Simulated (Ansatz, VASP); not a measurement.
## Two plane-wave programs on SiO2

File INCAR:

```
  PREC = Accurate
  ENCUT = 520
  EDIFF = 1E-7
  ISMEAR = 0
  SIGMA = 0.05
  LREAL = F
  LASPH = T
  NELM = 80
  ALGO = Normal
  ISIF = 2
  LWAVE = F
  LCHARG = T
  GGA = PE
  LELF = T
  LVHAR = T
  NBANDS = 34
```

Contents of KPOINTS:

```
Automatic mesh
0
Gamma
  6 6 4
```

The input POSCAR:

```
SiO2
1.0
    4.9522165930      0.0000000000      0.0000000000
   -2.4761082965      4.2887453746      0.0000000000
    0.0000000000      0.0000000000      5.5850467960
Si O
3 6
Direct
    0.0000000000      0.5000000000      0.3333333333
    0.5000000000      0.5000000000      0.6666666667
    0.5000000000      0.0000000000      0.0000000000
    0.5839605948      0.7919802974      0.8333333333
    0.7919802974      0.5839605948      0.5000000000
    0.7919802974      0.2080197026      0.1666666667
    0.4160394052      0.2080197026      0.8333333333
    0.2080197026      0.4160394052      0.5000000000
    0.2080197026      0.7919802974      0.1666666667
```

Input for Ansatz:

```yaml
crystal:
  lattice:
    - [4.952216593, 0.0, 0.0]
    - [-2.4761082965, 4.2887453746, 0.0]
    - [0.0, 0.0, 5.585046796]
  atoms:
    - { symbol: Si, position: [0.0, 0.5, 0.3333333333] }
    - { symbol: Si, position: [0.5, 0.5, 0.6666666667] }
    - { symbol: Si, position: [0.5, 0.0, 0.0] }
    - { symbol: O, position: [0.5839605948, 0.7919802974, 0.8333333333] }
    - { symbol: O, position: [0.7919802974, 0.5839605948, 0.5] }
    - { symbol: O, position: [0.7919802974, 0.2080197026, 0.1666666667] }
    - { symbol: O, position: [0.4160394052, 0.2080197026, 0.8333333333] }
    - { symbol: O, position: [0.2080197026, 0.4160394052, 0.5] }
    - { symbol: O, position: [0.2080197026, 0.7919802974, 0.1666666667] }
basis:
  ecutwfc: 420
kpoints:
  mp_grid: { grid: [6, 6, 4] }
hamiltonian:
  xc: pbe
scf:
  occupations: { method: gaussian, width: 0.05 }
output:
  forces: true
  stress: true
  eigenvalues: true
```

Change from the starting cell: strain -0.030 along x and y, +0.000 along z, atoms carried along.

Alike in both runs: task single point; functional PBE; k mesh 6 × 6 × 4; occupations gaussian, width 0.05 eV; no spin polarisation.

|  | VASP | Ansatz |
| --- | --- | --- |
| version | VASP 6.6.1 | Ansatz 0.2.0 |
| potentials or method | VASP PAW PBE potentials, release 64 (Si, O), cutoff 520 eV | scalar-relativistic, plane waves, PAW |
| valence electrons in the cell | 48 | 48 |

|  | VASP | Ansatz | Ansatz less VASP |
| --- | --- | --- | --- |
| gap on the k mesh at the Fermi level (eV) | 5.86 | 5.86 | 0.000 |
| least direct gap on the mesh (eV) | 6.01 | 6.00 | -0.002 |
| pressure (GPa) | 12.0 | 11.8 | -0.15 |
| traceless stress, the component that is largest in VASP (GPa) | -1.16 | -1.20 | -0.045 |
| rms of the force components (eV/Å) | 0.239 | 0.245 | +0.0057 |

Atom by atom the forces differ by 0.006 eV/Å (rms over components). The functional is the same, so the differences come from potentials, cutoffs and numerics.
